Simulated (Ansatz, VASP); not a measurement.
## V in VASP and in Ansatz

```
V
1.0
     6.04000    0.00000    0.00000
     0.00000    6.04000    0.00000
     0.00000    0.00000    6.04000
V
17
Direct
  0.00578 0.00066 0.01286
  0.50749 0.00299 0.00742
  0.03041 0.52225 0.98517
  0.01708 0.00101 0.50639
  0.25858 0.24927 0.25771
  0.50099 0.50525 0.00304
  0.42637 0.92687 0.57359
  0.81849 0.32606 0.17753
  0.00347 0.49368 0.50600
  0.25550 0.74779 0.25274
  0.26022 0.25189 0.75730
  0.50727 0.50380 0.50402
  0.75434 0.74545 0.25770
  0.75601 0.25032 0.76581
  0.23258 0.72780 0.78116
  0.75696 0.75688 0.75234
  0.64950 0.12166 0.39749
```

Alike in both runs: functional PBE; k mesh 3 × 3 × 3; occupations gaussian, width 0.15 eV; no spin polarisation.

Ansatz relaxed the structure, and its values are those at the end. VASP's run is a single point on that final structure, the one shown.

|  | VASP | Ansatz |
| --- | --- | --- |
| version | VASP 6.6.1 | Ansatz 0.2.0 |
| potentials or method | VASP PAW PBE potentials, release 64 (V_sv), cutoff 520 eV | scalar-relativistic, plane waves, PAW |
| valence electrons in the cell | 221 | 221 |

VASP gave:

- rms of the force components (eV/Å): 0.015

What did Ansatz give for the same quantities?

rms of the force components (eV/Å): 0.010.

The functional is the same, so the differences come from potentials, cutoffs and numerics.
